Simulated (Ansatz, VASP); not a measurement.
## Two plane-wave programs on MgS

```
CELL_PARAMETERS angstrom
2.84861 2.84861 0.00000
-2.84861 2.84861 0.00000
0.18128 0.18128 5.69721
ATOMIC_POSITIONS crystal
Mg 0.00584 0.00000 0.99975
Mg 0.50584 0.50000 0.49975
S 0.49416 0.00000 0.25025
S 0.99416 0.50000 0.75025
```

Change from the starting cell: shear of c along a, cell held, atoms relaxed: +4.5 %.

Alike in both runs: functional PBE; k mesh 6 × 6 × 4; occupations gaussian, width 0.02 eV; no spin polarisation.

Ansatz relaxed the structure, and its values are those at the end. VASP's run is a single point on that final structure, the one shown.

|  | VASP | Ansatz |
| --- | --- | --- |
| version | VASP 6.6.1 | Ansatz 0.2.0 |
| potentials or method | VASP PAW PBE potentials, release 64 (Mg, S), cutoff 520 eV | scalar-relativistic, plane waves, PAW |
| valence electrons in the cell | 16 | 32 |

Ansatz gave:

```
gap on the k mesh at the Fermi level (eV) : 3.22
least direct gap on the mesh (eV)         : 3.22
pressure (GPa)                            : 0.0
```

Question: Estimate VASP's values.

Answer: gap on the k mesh at the Fermi level (eV): 3.21; least direct gap on the mesh (eV): 3.21; pressure (GPa): -0.2.

VASP's potentials hold 16 valence electrons a cell and Ansatz's 32, so a difference there can come from the potentials and not from the codes. Ansatz's warnings: stress scf threshold loose.
